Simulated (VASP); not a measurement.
A run of VASP 6.6.1:

Contents of INCAR:

```
  PREC = Accurate
  ENCUT = 520
  EDIFF = 1E-6
  ISMEAR = -5
  SIGMA = 0.1
  LREAL = F
  LASPH = T
  NELM = 150
  ALGO = Normal
  ISIF = 2
  LWAVE = F
  LCHARG = F
  MAGMOM = 0 0 0 0 0 0
  LORBIT = 11
  LSORBIT = T
  GGA_COMPAT = F
  LORBMOM = T
  LMAXMIX = 4
  GGA = PE
  NBANDS = 26
```

File KPOINTS:

```
regular mesh
0
Gamma
  18 18 18
```

Contents of POSCAR:

```
HfC
1.0
    0.0000000000      2.3237547691      2.3237547691
    2.3237547691      0.0000000000      2.3237547691
    2.3237547691      2.3237547691      0.0000000000
Hf C
1 1
Direct
    0.5000000000      0.5000000000      0.5000000000
    0.0000000000      0.0000000000      0.0000000000
```

Potentials or basis: VASP PAW PBE potentials, release 64 (Hf_pv, C).

Run with:

```console
$ cat potpaw_PBE.64/Hf_pv/POTCAR potpaw_PBE.64/C/POTCAR > POTCAR
$ mpirun -np 1 vasp_ncl > vasp.out
```

Hardware: 1 thread of Intel(R) Xeon(R) Platinum 8488C (Sapphire Rapids), on a shared host.

Q: Estimate the wall time of this run.

A: It took 120 s on 1 thread of Intel(R) Xeon(R) Platinum 8488C (Sapphire Rapids), with other jobs on the host, peak memory 0.34 GiB. Counts: scf iterations 13, k points 195.
